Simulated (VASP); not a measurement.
The system is CdH2O2.

```
CELL_PARAMETERS angstrom
3.02972 -1.75097 0.13727
3.02972 1.75097 0.13727
-0.20705 0.00000 4.56445
ATOMIC_POSITIONS crystal
Cd 0.06323 0.93677 0.00000
H 0.39656 0.27010 0.54687
H 0.72990 0.60344 0.45313
O 0.39655 0.27010 0.75821
O 0.72990 0.60345 0.24179
```

Base run:

| Quantity | Value |
| --- | --- |
| Program | VASP 6.6.1 |
| Functional | PBEsol |
| Potentials or basis | VASP PAW PBE potentials, release 64 (Cd, H, O) |
| Cutoff | 520 eV |
| k mesh | 6 × 6 × 4 |
| Occupations | gaussian, width 0.01 eV |
| Spin | no spin polarisation |

Its results: band gap on the k mesh 1.62 eV, indirect (least direct gap 2.00 eV); pressure 2.1 GPa; largest force 0.729 eV/Å.

Task: The run is repeated on the same cell with these changes: potentials or basis from VASP PAW PBE potentials, release 64 (Cd, H, O) to VASP PAW PBE potentials, release 64 (Cd_sv_GW, H, O); cutoff from 520 eV to 600 eV; further incar settings from ALGO = Normal; EDIFF = 1e-06; NBANDS = 21 to ALGO = Normal; EDIFF = 1e-06; NBANDS = 25; valence electrons from 26 to 34. What comes out?

Result: Band gap on the k mesh 1.63 eV, indirect (least direct gap 2.01 eV); pressure 0.9 GPa; largest force 0.770 eV/Å.

Caveats: the PAW data sets were made with another functional, which shifts forces and pressure a little.

A k mesh can miss the band edges.
